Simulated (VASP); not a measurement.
## Li2O: single point with PBE

The system is Li2O.

```
CELL_PARAMETERS angstrom
0.00000 2.30500 2.30500
2.30500 0.00000 2.30500
2.30500 2.30500 0.00000
ATOMIC_POSITIONS crystal
Li 0.25000 0.25000 0.25000
Li 0.75000 0.75000 0.75000
O 0.00000 0.00000 0.00000
```

| Property | Result |
| --- | --- |
| Program | VASP 6.6.1 |
| Task | single point |
| Functional | PBE |
| Potentials or basis | VASP PAW PBE potentials, release 64 (Li_sv, O) |
| Cutoff | 750 eV |
| k mesh | 4 × 4 × 4 |
| Occupations | gaussian, width 0.01 eV |
| Spin | no spin polarisation |

The pressure is 0.5 GPa and the band gap on the k mesh is 4.99 eV, indirect (least direct gap 5.31 eV).

Levels at points of the mesh, in eV from the valence-band top:
```
           k point  band 3  band 4  band 5  band 6  band 7  band 8  band 9  band 10
(0.00, 0.00, 0.00)  -15.46    0.00    0.00    0.00    5.31   11.97   11.97    11.97
(0.50, 0.00, 0.00)  -15.23   -2.79   -0.45   -0.45    9.25    9.87   12.10    12.10
(0.50, 0.50, 0.00)  -15.18   -1.61   -1.39   -1.39    4.99   13.59   13.59    14.79
```

It took 4.2 s on 1 thread of AMD EPYC 9R45 96-Core Processor (Zen 5), with other jobs on the host, peak memory 0.12 GiB.

Caveat: the k points lie up to 0.59 Å⁻¹ apart. A k mesh can miss the band edges.
